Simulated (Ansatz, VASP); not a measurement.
RbCl in VASP and in Ansatz

```
CELL_PARAMETERS angstrom
0.00000 3.24959 3.24959
3.24959 0.00000 3.24959
3.24959 3.24959 0.00000
ATOMIC_POSITIONS crystal
Rb 0.50000 0.50000 0.50000
Cl 0.00000 0.00000 0.00000
```

Alike in both runs: task single point; functional PBEsol; k mesh 8 × 8 × 8; occupations gaussian, width 0.05 eV; no spin polarisation.

|  | VASP | Ansatz |
| --- | --- | --- |
| version | VASP 6.6.1 | Ansatz 0.2.0 |
| potentials or method | VASP PAW PBE potentials, release 64 (Rb_sv, Cl), cutoff 500 eV | scalar-relativistic, plane waves, PAW |
| valence electrons in the cell | 16 | 16 |

Ansatz gave:

| Item | Value |
| --- | --- |
| gap on the k mesh at the Fermi level (eV) | 4.96 |
| least direct gap on the mesh (eV) | 4.96 |
| pressure (GPa) | 0.4 |

What did VASP give for the same quantities?

gap on the k mesh at the Fermi level (eV): 4.95; least direct gap on the mesh (eV): 4.95; pressure (GPa): 0.4.

VASP's potentials were made for PBE, not for PBEsol.
